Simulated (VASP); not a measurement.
Runs of VASP 6.6.1 on TiClF. The structure is that of space group P-6m2 (No. 187), or close to it. The cells are those of the table. The cell was generated, and may not be a known phase.

```csv
task,cell,k mesh,cutoff (eV),gap on the mesh (eV),pressure (GPa),moment (μB)
single point,"a = 4.135, b = 4.135, c = 3.253 Å, angles 90.0, 90.0, 120.0°, 3 atoms",6 × 6 × 6,520,none,-2.1,(a)
relaxation of cell and atoms,"relaxed from a = 4.303, b = 4.303, c = 3.450 Å, angles 90.0, 90.0, 120.0°, 3 atoms",6 × 6 × 6,600,none,-0.1,0.93
single point,"a = 4.303, b = 4.303, c = 3.450 Å, angles 90.0, 90.0, 120.0°, 3 atoms",6 × 6 × 6,520,none,(b),2.00
single point,"a = 4.144, b = 4.144, c = 3.234 Å, angles 90.0, 90.0, 120.0°, 3 atoms",12 × 12 × 14,520,none,-1.5,1.43
```

Alike in all rows: level PBE; potentials or basis VASP PAW PBE potentials, release 64 (Ti_sv, Cl, F); spin collinear; smearing gaussian 0.1 eV.

Q: Fill in the values left out.

A: (a) 0.97; (b) -7.0.

Caveats: semilocal functionals often make such compounds metallic where correlation or magnetic order opens a gap, which also shifts bond lengths; the stress differs along the axes, from -6 to -0 GPa (at least some runs); the cell stands under tension (at least some runs).

A gap of «none» marks levels without a gap at the run's occupations.
